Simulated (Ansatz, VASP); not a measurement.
Al2Pt: VASP beside Ansatz

Contents of INCAR:

```
ALGO = Normal
DIPOL = 0.5 0.5 0.500
EDIFF = 1E-6
ENCUT = 520
GGA = PE
IDIPOL = 3
ISIF = 2
ISMEAR = 0
LASPH = True
LCHARG = False
LDIPOL = True
LREAL = False
LWAVE = False
NBANDS = 34
NELM = 60
PREC = Accurate
SIGMA = 0.1
```

The input KPOINTS:

```
k-points
0
Gamma
  1 1 1
```

The input POSCAR:

```
Al2Pt
1.0
    4.2047455503      0.0000000000      0.0000000000
   -2.1023727751      3.6414164630      0.0000000000
    0.0000000000      0.0000000000     23.5829009136
Al Pt
6 3
Direct
    0.0000000000      0.0000000000      0.3180270327
    0.3333333333      0.6666666667      0.3908162196
    0.6666666667      0.3333333333      0.4636054065
    0.0000000000      0.0000000000      0.5363945935
    0.3333333333      0.6666666667      0.6091837804
    0.6666666667      0.3333333333      0.6819729673
    0.6666666667      0.3333333333      0.3544216262
    0.3333333333      0.6666666667      0.5000000000
    0.0000000000      0.0000000000      0.6455783738
```

Input for Ansatz:

```yaml
crystal:
  lattice:
    - [4.2047455503, 0.0, 0.0]
    - [-2.1023727751, 3.641416463, 0.0]
    - [0.0, 0.0, 23.5829009136]
  atoms:
    - { symbol: Al, position: [0.0, 0.0, 0.3180270327] }
    - { symbol: Pt, position: [0.6666666667, 0.3333333333, 0.3544216262] }
    - { symbol: Al, position: [0.3333333333, 0.6666666667, 0.3908162196] }
    - { symbol: Al, position: [0.6666666667, 0.3333333333, 0.4636054065] }
    - { symbol: Pt, position: [0.3333333333, 0.6666666667, 0.5] }
    - { symbol: Al, position: [0.0, 0.0, 0.5363945935] }
    - { symbol: Al, position: [0.3333333333, 0.6666666667, 0.6091837804] }
    - { symbol: Pt, position: [0.0, 0.0, 0.6455783738] }
    - { symbol: Al, position: [0.6666666667, 0.3333333333, 0.6819729673] }
basis:
  ecutwfc: 420
kpoints:
  mp_grid: { grid: [1, 1, 1] }
hamiltonian:
  xc: pbe
scf:
  occupations: { method: gaussian, width: 0.1 }
output:
  forces: true
  stress: true
  eigenvalues: true
efield:
  axis: 3
  dipole_correction: true
  ramp_width: 0.04
```

Alike in both runs: task single point; functional PBE; k mesh 1 × 1 × 1; occupations gaussian, width 0.1 eV; no spin polarisation.

|  | VASP | Ansatz |
| --- | --- | --- |
| version | VASP 6.6.1 | Ansatz 0.2.0 |
| potentials or method | VASP PAW PBE potentials, release 64 (Al, Pt), cutoff 520 eV | scalar-relativistic, plane waves, PAW |
| valence electrons in the cell | 48 | 72 |

|  | VASP | Ansatz | Ansatz less VASP |
| --- | --- | --- | --- |
| least direct gap on the mesh (eV) | 0.64 | 0.00 | -0.640 |
| rms of the force components (eV/Å) | 1.617 | 1.612 | -0.0049 |

VASP's potentials hold 48 valence electrons a cell and Ansatz's 72, so a difference there can come from the potentials and not from the codes.

Spin-orbit coupling is off throughout.
